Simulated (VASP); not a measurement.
Runs of VASP 6.6.1 on V2N3. The structure is that of space group P-3m1 (No. 164), or close to it. The cells are those of the table. 

```tsv
cell	gap on the mesh (eV)	pressure (GPa)	largest force (eV/Å)
a = 2.780, b = 2.769, c = 6.196 Å, angles 90.0, 90.0, 120.1°, 5 atoms	none	2.3	0.05
a = 2.780, b = 2.759, c = 6.196 Å, angles 90.0, 90.0, 120.2°, 5 atoms	none	3.9	0.07
a = 2.780, b = 2.738, c = 6.196 Å, angles 90.0, 90.0, 120.5°, 5 atoms	none	7.1	0.14
a = 2.780, b = 2.749, c = 6.196 Å, angles 90.0, 90.0, 120.4°, 5 atoms	none	(a)	0.11
```

Alike in all rows: task single point; level PBEsol; potentials or basis VASP PAW PBE potentials, release 64 (V_sv, N); no spin polarisation; k mesh 18 × 18 × 8; cutoff (eV) 520; smearing gaussian 0.15 eV.

Fill in the values left out.

(a) 5.4.

Caveats: the PAW data sets were made with another functional, which shifts forces and pressure a little; the run has no spin polarisation, though such a crystal can be magnetic; the cell stands under pressure (at least some runs).

A gap of «none» marks levels without a gap at the run's occupations.
